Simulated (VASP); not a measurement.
Runs of VASP 6.6.1 on BaTiO3. The structure is that of space group Pm-3m (No. 221), or close to it. The cells are those of the table. 

```tsv
task	level	spin	cell	cutoff (eV)	gap on the mesh (eV)	pressure (GPa)	largest force (eV/Å)
relaxation of shape and atoms at fixed volume	PBE	off	relaxed from a = 3.912, b = 3.912, c = 3.970 Å, 5 atoms	600	1.86	14.9	0.01
single point	revPBE	collinear, ferromagnetic start	a = 3.887 Å, 5 atoms	600	1.94	26.1	-
single point	PBE	off	a = 3.954, b = 3.954, c = 4.013 Å, 5 atoms	520	1.83	(b)	0.05
single point	PBE	off	a = 4.000, b = 4.000, c = 4.018 Å, 5 atoms	600	1.79	4.8	(a)
single point	PBE	off	a = 3.926, b = 3.926, c = 3.940 Å, 5 atoms	520	1.86	15.2	0.02
single point	PBE	off	a = 3.887 Å, 5 atoms	520	1.91	23.0	-
relaxation of shape and atoms at fixed volume	PBE	off	relaxed from a = 3.883, b = 3.883, c = 3.896 Å, 5 atoms	600	1.92	22.7	0.01
```

Alike in all rows: potentials or basis VASP PAW PBE potentials, release 64 (Ba_sv, Ti_sv, O); k mesh 8 × 8 × 8; smearing gaussian 0.02 eV.

Q: Estimate the missing entries.

A: (a) 0.06; (b) 9.3.

Caveats: spin-orbit coupling is left out, which moves the levels of the heavy elements; the PAW data sets were made with another functional, which shifts forces and pressure a little (some runs).

A k mesh can miss the band edges, and the runs leave out spin-orbit coupling on Ba.
